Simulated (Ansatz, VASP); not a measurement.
One calculation of Ta5Ru, two programs

```
Ta Ru
1.0
     3.23966    0.00000    0.00000
     0.00000    3.23966    0.00000
     0.00000    0.00000    9.97194
Ta Ru
5 1
Direct
  0.00000 0.00000 0.16987
  0.50000 0.50000 0.34131
  0.50000 0.50000 0.65869
  0.00000 0.00000 0.83013
  0.50000 0.50000 0.00000
  0.00000 0.00000 0.50000
```

Alike in both runs: functional PBE; k mesh 12 × 12 × 4; occupations gaussian, width 0.1 eV; no spin polarisation.

Ansatz relaxed the structure, and its values are those at the end. VASP's run is a single point on that final structure, the one shown.

```csv
,VASP,Ansatz
version,VASP 6.6.1,Ansatz 0.2.0
potentials or method,"VASP PAW PBE potentials, release 64 (Ta_pv, Ru_pv), cutoff 520 eV","scalar-relativistic, plane waves, PAW"
valence electrons in the cell,69,81
```

|  | VASP | Ansatz | Ansatz less VASP |
| --- | --- | --- | --- |
| gap on the k mesh at the Fermi level (eV) | none | none | - |
| pressure (GPa) | 0.1 | 0.0 | -0.09 |

A gap of «none» marks a metal or a gap that the smearing closes. The functional is the same, so the differences come from potentials, cutoffs and numerics. VASP's potentials hold 69 valence electrons a cell and Ansatz's 81, so a difference there can come from the potentials and not from the codes.

Spin-orbit coupling is off throughout.
